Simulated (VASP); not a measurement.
# Nb (Fm-3m) in VASP: further runs

Nb is run at these levels: PBE; tasks: single point.

Everything below comes from runs of VASP 6.6.1. Logs are shortened: lines on timing, memory, paths and dates and some standing lists are left out, and cuts for length are marked.

## (1) The cell of the first run

It takes space group Fm-3m (No. 225, cubic). The conventional cell has a = 4.276 Å, b = 4.276 Å, c = 4.276 Å, α = 90.00°, β = 90.00°, γ = 90.00°. Within 4.0 Å of Nb (site symmetry m-3m) lie 12 Nb at 3.02 Å.

## (2) Single point, PBE, collinear spin, ferromagnetic start (volume scaled by 1.04)

INCAR

```
SYSTEM = Nb
PREC     = Accurate       ! precision mode
ENCUT    = 520            ! plane-wave cutoff, eV
EDIFF    = 1E-6           ! SCF threshold, eV
ISMEAR   = -1             ! smearing method
SIGMA    = 0.05           ! smearing width, eV
LREAL    = .False.        ! projectors in reciprocal space
LASPH    = .True.         ! aspherical terms in the spheres
NELM     = 150            ! most SCF steps
ALGO     = Normal         ! electronic algorithm
ISIF     = 2              ! what is computed and relaxed
LWAVE    = .False.        ! write WAVECAR
LCHARG   = .False.        ! write CHGCAR
ISPIN    = 2              ! spin polarisation
MAGMOM   = 1              ! initial moments
LORBIT   = 11             ! projections on sites
LMAXMIX  = 4              ! l up to which the mixer works
GGA      = PE             ! functional
NBANDS   = 16             ! bands
```

KPOINTS

```
regular mesh
0
Gamma
  21 21 21
  0 0 0
```

POSCAR

```
Nb
1.0
    0.0000000000      2.1379402163      2.1379402163
    2.1379402163      0.0000000000      2.1379402163
    2.1379402163      2.1379402163      0.0000000000
Nb
1
Direct
    0.0000000000      0.0000000000      0.0000000000
```

Potentials or basis: VASP PAW PBE potentials, release 64 (Nb_sv).

The run is started by

```sh
> cat potpaw_PBE.64/Nb_sv/POTCAR > POTCAR
> mpirun -np 1 vasp_std > vasp.out
```

OUTCAR:

```text
SYSTEM = Nb
   PREC = Accurate
   ENCUT = 520
   EDIFF = 1E-6
   ISMEAR = -1
   LREAL = .False.
   LASPH = .True.
   NELM = 150
   ISIF = 2
   ISPIN = 2
   LORBIT = 11
   GGA = PE

 ion  position               nearest neighbor table
   1  0.000  0.000  0.000-

  LATTYP: Found a face centered cubic cell.
 ALAT       =     4.2758804326

  Lattice vectors:

 A1 = (   0.0000000000,   2.1379402163,   2.1379402163)
 A2 = (   2.1379402163,   0.0000000000,   2.1379402163)
 A3 = (   2.1379402163,   2.1379402163,   0.0000000000)

Analysis of symmetry for initial positions (statically):
=====================================================================
 Subroutine PRICEL returns:
 Original cell was already a primitive cell.

 Routine SETGRP: Setting up the symmetry group for a
 face centered cubic supercell.

 Subroutine GETGRP returns: Found 48 space group operations
 (whereof 48 operations were pure point group operations)
 out of a pool of 48 trial point group operations.

The static configuration has the point symmetry O_h .

Analysis of symmetry for dynamics (positions and initial velocities):
=====================================================================
 Subroutine PRICEL returns:
 Original cell was already a primitive cell.

 Routine SETGRP: Setting up the symmetry group for a
 face centered cubic supercell.

 Subroutine GETGRP returns: Found 48 space group operations
 (whereof 48 operations were pure point group operations)
 out of a pool of 48 trial point group operations.

The dynamic configuration has the point symmetry O_h .

Analysis of structural, dynamic, and magnetic symmetry:
=====================================================================
 Subroutine PRICEL returns:
 Original cell was already a primitive cell.

 Routine SETGRP: Setting up the symmetry group for a
 face centered cubic supercell.

 Subroutine GETGRP returns: Found 48 space group operations
 (whereof 48 operations were pure point group operations)
 out of a pool of 48 trial point group operations.

The overall configuration has the point symmetry O_h .

 Subroutine INISYM returns: Found 48 space group operations
 (whereof 48 operations are pure point group operations),
 and found     1 'primitive' translations

----------------------------------------------------------------------------------------

                                     Primitive cell

  volume of cell :      19.5441

  direct lattice vectors                    reciprocal lattice vectors
     0.000000000  2.137940216  2.137940216    -0.233869963  0.233869963  0.233869963
     2.137940216  0.000000000  2.137940216     0.233869963 -0.233869963  0.233869963
     2.137940216  2.137940216  0.000000000     0.233869963  0.233869963 -0.233869963

  length of vectors
     3.023504049  3.023504049  3.023504049     0.405074659  0.405074659  0.405074659

  position of ions in fractional coordinates (direct lattice)
     0.000000000  0.000000000  0.000000000

  ion indices of the primitive-cell ions
   primitive index   ion index
                 1           1

----------------------------------------------------------------------------------------

 KPOINTS: regular mesh

Automatic generation of k-mesh.
 Grid dimensions read from file:
 generate k-points for:   21   21   21

 Generating k-lattice:

  Cartesian coordinates                     Fractional coordinates (reciprocal lattice)
    -0.011136665  0.011136665  0.011136665     0.047619048  0.000000000  0.000000000
     0.011136665 -0.011136665  0.011136665     0.000000000  0.047619048  0.000000000
     0.011136665  0.011136665 -0.011136665     0.000000000  0.000000000  0.047619048

  Length of vectors
     0.019289269  0.019289269  0.019289269

  Shift w.r.t. Gamma in fractional coordinates (k-lattice)
     0.000000000  0.000000000  0.000000000

 Subroutine IBZKPT returns following result:
 ===========================================

 Found    286 irreducible k-points:

 Following reciprocal coordinates:
            Coordinates               Weight
  0.000000  0.000000  0.000000      1.000000
  0.047619  0.000000  0.000000      8.000000
  0.095238  0.000000  0.000000      8.000000
  0.142857  0.000000  0.000000      8.000000
  0.190476  0.000000  0.000000      8.000000
  0.238095  0.000000  0.000000      8.000000
[... 16 lines left out ...]
 -0.428571  0.047619  0.000000     24.000000
 -0.380952  0.047619  0.000000     24.000000
 [... further k-points ...]
   k-points           NKPTS =    286   k-points in BZ     NKDIM =    286   number of bands    NBANDS=     16
   number of dos      NEDOS =    301   number of ions     NIONS =      1
   total plane-waves  NPLWV =  13824
   dimension x,y,z NGX =    24 NGY =   24 NGZ =   24
   dimension x,y,z NGXF=    48 NGYF=   48 NGZF=   48
   ions per type =               1
   NGX,Y,Z   is equivalent  to a cutoff of  13.20, 13.20, 13.20 a.u.
   NGXF,Y,Z  is equivalent  to a cutoff of  26.39, 26.39, 26.39 a.u.
 SYSTEM =  Nb
   PREC   = accura    normal or accurate (medium, high low for compatibility)
   ISTART =      0    job   : 0-new  1-cont  2-samecut
   ICHARG =      2    charge: 1-file 2-atom 10-const
   ISPIN  =      2    spin polarized calculation?
   LNONCOLLINEAR =      F non collinear calculations
   LSORBIT =      F    spin-orbit coupling
   LASPH  =      T    aspherical Exc in radial PAW
   ENCUT  =  520.0 eV  38.22 Ry    6.18 a.u.   5.62  5.62  5.62*2*pi/ulx,y,z
   NELM   =    150;   NELMIN=  2; NELMDL= -5     # of ELM steps
   EDIFF  = 0.1E-05   stopping-criterion for ELM
   LREAL  =      F    real-space projection
   EDIFFG = 0.1E-04   stopping-criterion for IOM
   NSW    =      0    number of steps for IOM
   IBRION =     -1    ionic relax: 0-MD 1-quasi-New 2-CG
   NFREE  =      0    steps in history (QN), initial steepest desc. (CG)
   ISIF   =      2    stress and relaxation
   ISYM   =      2    0-nonsym 1-usesym 2-fastsym
   POTIM  = 0.5000    time-step for ionic-motion
   TEBEG  =    0.0;   TEEND  =   0.0 temperature during run
   PSTRESS=    0.0 pullay stress
   NELECT =      13.0000    total number of electrons
   NUPDOWN=      -1.0000    fix difference up-down
   EMIN   =  10.00;   EMAX   =-10.00  energy-range for DOS
   EFERMI =   0.00;   METHOD = LEGACY
   ISMEAR =    -1;   SIGMA  =   0.05  broadening in eV -4-tet -1-fermi 0-gaus
   EFERMI_NEDOS =   21; number of points for ismear=-14 and -15
   IALGO  =     38    algorithm
   IMIX   =      4    mixing-type and parameters
     AMIX     =   0.40;   BMIX     =  1.00
     AMIX_MAG =   1.60;   BMIX_MAG =  1.00
  volume/ion in A,a.u.               =      19.54       131.89
  Fermi-wavevector in a.u.,A,eV,Ry     =   1.429060  2.700531 27.785979  2.042212
  Thomas-Fermi vector in A             =   2.549054
   LORBIT       =     11    0 simple, 1 ext, 2 COOP (PROOUT), +10 PAW based schemes
   GGA     = PE    functional components
   LHFCALC =     F    Hartree Fock is set to
   AEXX    =    0.0000 exact exchange contribution
   IVDW    =     0    specifies the selected vdW correction
   LEPSILON=     F    determine dielectric tensor
   LRPA    =     F    only Hartree local field effects (RPA)
 spin polarized calculation
  energy-cutoff  :      520.00
  volume of cell :       19.54
 maximum number of plane-waves:       536
   NGX = 11   NGY = 11   NGZ = 11

 number of electron      12.9999999 magnetization      -0.0115878

 number of electron      12.9999999 magnetization       0.0000463

 Free energy of the ion-electron system (eV)
  ---------------------------------------------------
  ext. energy  EPLUGINS =         0.00000000
  ---------------------------------------------------
  free energy    TOTEN  =        -9.88301689 eV

  energy without entropy =       -9.87041033  energy(sigma->0) =       -9.87671361

 E-fermi :  10.4135     XC(G=0): -12.0876

 val. band max:       10.4062559488   @ k =   0.4762   0.2857   0.0476
 cond. band min:      10.4139856261   @ k =  -0.3810   0.3333   0.0476
 fundamental gap:      0.0077296773
 Fermi energy:        10.4134985217

 spin component 1

 k-point     1 :       0.0000    0.0000    0.0000
  band No.  band energies     occupation
      1     -44.4366      1.00000
      2     -19.8933      1.00000
      3     -19.8933      1.00000
      4     -19.8933      1.00000
      5       4.2898      1.00000
      6      10.5372      0.07768
[... 8 lines left out ...]
     15      31.1557      0.00000
     16      38.7329      0.00000

 k-point     2 :       0.0476    0.0000    0.0000
  band No.  band energies     occupation
      1     -44.4331      1.00000
      2     -19.9179      1.00000
      3     -19.8964      1.00000
      4     -19.8964      1.00000
      5       4.3711      1.00000
      6      10.4737      0.23080
[... 8 lines left out ...]
     15      31.6480      0.00000
     16      37.9854      0.00000

 k-point     3 :       0.0952    0.0000    0.0000
  band No.  band energies     occupation
      1     -44.4227      1.00000
      2     -19.9890      1.00000
      3     -19.9054      1.00000
      4     -19.9054      1.00000
      5       4.6081      1.00000
      6      10.3027      0.90160
[... 8 lines left out ...]
     15      32.7299      0.00000
     16      36.5572      0.00000
[... 362 lines left out ...]
 k-point    23 :      -0.4286    0.0476    0.0000
  band No.  band energies     occupation
      1     -44.2769      1.00000
      2     -20.8975      1.00000
      3     -20.0470      1.00000
      4     -20.0249      1.00000
      5       6.8030      1.00000
      6      10.3088      0.89037
[... 8 lines left out ...]
     15      34.4501      0.00000
     16      35.2956      0.00000

 k-point    24 :      -0.3810    0.0476    0.0000
  band No.  band energies     occupation
      1     -44.2886      1.00000
      2     -20.8282      1.00000
      3     -20.0408      1.00000
      4     -20.0116      1.00000
      5       6.7948      1.00000
      6      10.4055      0.53981
[... 8 lines left out ...]
     15      33.1744      0.00000
     16      34.5242      0.00000

 [... further k-points ...]

 spin component 2

 k-point     1 :       0.0000    0.0000    0.0000
  band No.  band energies     occupation
      1     -44.4366      1.00000
      2     -19.8933      1.00000
      3     -19.8933      1.00000
      4     -19.8933      1.00000
      5       4.2899      1.00000
      6      10.5372      0.07766
[... 8 lines left out ...]
     15      31.1559      0.00000
     16      38.7329      0.00000

 k-point     2 :       0.0476    0.0000    0.0000
  band No.  band energies     occupation
      1     -44.4330      1.00000
      2     -19.9179      1.00000
      3     -19.8964      1.00000
      4     -19.8964      1.00000
      5       4.3712      1.00000
      6      10.4737      0.23074
[... 8 lines left out ...]
     15      31.6482      0.00000
     16      37.9854      0.00000

 k-point     3 :       0.0952    0.0000    0.0000
  band No.  band energies     occupation
      1     -44.4226      1.00000
      2     -19.9890      1.00000
      3     -19.9053      1.00000
      4     -19.9053      1.00000
      5       4.6082      1.00000
      6      10.3028      0.90156
[... 8 lines left out ...]
     15      32.7301      0.00000
     16      36.5572      0.00000
[... 362 lines left out ...]
 k-point    23 :      -0.4286    0.0476    0.0000
  band No.  band energies     occupation
      1     -44.2768      1.00000
      2     -20.8975      1.00000
      3     -20.0470      1.00000
      4     -20.0249      1.00000
      5       6.8031      1.00000
      6      10.3088      0.89037
[... 8 lines left out ...]
     15      34.4501      0.00000
     16      35.2956      0.00000

 k-point    24 :      -0.3810    0.0476    0.0000
  band No.  band energies     occupation
      1     -44.2885      1.00000
      2     -20.8281      1.00000
      3     -20.0408      1.00000
      4     -20.0116      1.00000
      5       6.7949      1.00000
      6      10.4055      0.53978
[... 8 lines left out ...]
     15      33.1744      0.00000
     16      34.5244      0.00000

 [... further k-points ...]
[... 5 lines left out ...]
  --------------------------------------------------------------------------------------
  -------------------------------------------------------------------------------------
  Total       -0.7876971     -0.7876971     -0.7876971      0.0000000      0.0000000      0.0000000
  in kB      -64.5733287    -64.5733287    -64.5733287      0.0000000      0.0000000      0.0000000
  external PRESSURE =     -64.5733287 kB  Pullay stress =       0.0000000 kB

 VOLUME and BASIS-vectors are now :
 -----------------------------------------------------------------------------
  energy-cutoff  :      520.00
  volume of cell :       19.54
      direct lattice vectors                 reciprocal lattice vectors
     0.000000000  2.137940216  2.137940216    -0.233869963  0.233869963  0.233869963
     2.137940216  0.000000000  2.137940216     0.233869963 -0.233869963  0.233869963
     2.137940216  2.137940216  0.000000000     0.233869963  0.233869963 -0.233869963

 POSITION                                       TOTAL-FORCE (eV/Angst)
 -----------------------------------------------------------------------------------
      0.00000      0.00000      0.00000         0.000000      0.000000      0.000000
 -----------------------------------------------------------------------------------
    total drift:                                0.000000      0.000000      0.000000

  FREE ENERGIE OF THE ION-ELECTRON SYSTEM (eV)
  ---------------------------------------------------
  free  energy   TOTEN  =        -9.8830168929 eV

  energy  without entropy=       -9.8704103275  energy(sigma->0) =       -9.87671361

 total charge

# of ion       s       p       d       tot
------------------------------------------
    1        2.217   5.999   2.372  10.588

 magnetization (x)

# of ion       s       p       d       tot
------------------------------------------
    1        0.000   0.000   0.000   0.000
```

Wall time 94 s (1 thread of Intel Xeon 6975P-C, shared host); peak memory 0.25 GiB.

What came out:

```yaml
Free_energy: -9.8830 eV
Pressure: -6.5 GPa
Net_moment: 0.00 μB per cell
Valence_electrons_inside_the_program's_atomic_spheres: Nb 10.59
```

## (3) Single point, PBE, collinear spin, ferromagnetic start (volume scaled by 1.08)

INCAR

```
SYSTEM = Nb
PREC = Accurate ; ENCUT = 520
EDIFF = 1E-7 ; ISMEAR = -1
SIGMA = 0.05 ; LREAL = .False.
LASPH = .True. ; NELM = 150
ALGO = Normal ; ISIF = 2
LWAVE = .False. ; LCHARG = .False.
ISPIN = 2 ; MAGMOM = 1
LORBIT = 11 ; LMAXMIX = 4
GGA = PE ; NBANDS = 16
```

KPOINTS

```
Automatic mesh
0
Gamma
  21 21 21
  0 0 0
```

POSCAR

```
Nb
1.0
    0.0000000000      2.1650056240      2.1650056240
    2.1650056240      0.0000000000      2.1650056240
    2.1650056240      2.1650056240      0.0000000000
Nb
1
Direct
    0.0000000000      0.0000000000      0.0000000000
```

Potentials or basis: VASP PAW PBE potentials, release 64 (Nb_sv).

The run is started by

```sh
> cat potpaw_PBE.64/Nb_sv/POTCAR > POTCAR
> mpirun -np 1 vasp_std > vasp.out
```

Run time: 2 min. Hardware: 1 thread of Intel Xeon 6975P-C, shared host; peak memory 0.25 GiB.

It converged, with:

```yaml
Free_energy: -9.8413 eV
Pressure: -11.4 GPa
Net_moment: 0.00 μB per cell
Valence_electrons_inside_the_program's_atomic_spheres: Nb 10.54
```

Levels at points of the mesh, in eV from the Fermi level:
Spin up:
```csv
k point,band 2,band 3,band 4,band 5,band 6,band 7,band 8,band 9,band 10,band 11
"(0.00, 0.00, 0.00)",-30.42,-30.42,-30.42,-6.02,0.14,0.14,0.14,2.46,2.46,11.72
```
Spin down:
```
           k point  band 4  band 5  band 6  band 7  band 8  band 9
(0.00, 0.00, 0.00)  -30.42   -6.02    0.14    0.14    0.14    2.46
```

(Continued in part 2 of 2.)
